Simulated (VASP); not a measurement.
Crystal: SiO2.

```
Si O
1.0
     5.06052    0.00000    0.00000
    -2.53026    4.38254    0.00000
     0.00000    0.00000    5.54135
Si O
3 6
Direct
  0.00000 0.50000 0.33333
  0.50000 0.50000 0.66667
  0.50000 0.00000 0.00000
  0.58279 0.79139 0.83333
  0.79139 0.58279 0.50000
  0.79139 0.20861 0.16667
  0.41721 0.20861 0.83333
  0.20861 0.41721 0.50000
  0.20861 0.79139 0.16667
```

Program: VASP 6.6.1. Alike in all runs: task single point; no spin polarisation; cell as given; k mesh 6 × 6 × 4; cutoff (eV) 520; smearing gaussian 0.02 eV.

**Question.** Order these runs on this cell by their band gap on the k mesh, lowest first.
A. level LDA; potentials or basis VASP PAW LDA potentials, release 64 (Si, O)
B. level r2SCAN; potentials or basis VASP PAW PBE potentials, release 64 (Si, O)
C. level PBEsol; potentials or basis VASP PAW PBE potentials, release 64 (Si, O)

**Answer.** A (5.45 eV), C (5.63 eV), B (6.30 eV).

A k mesh can miss the band edges.
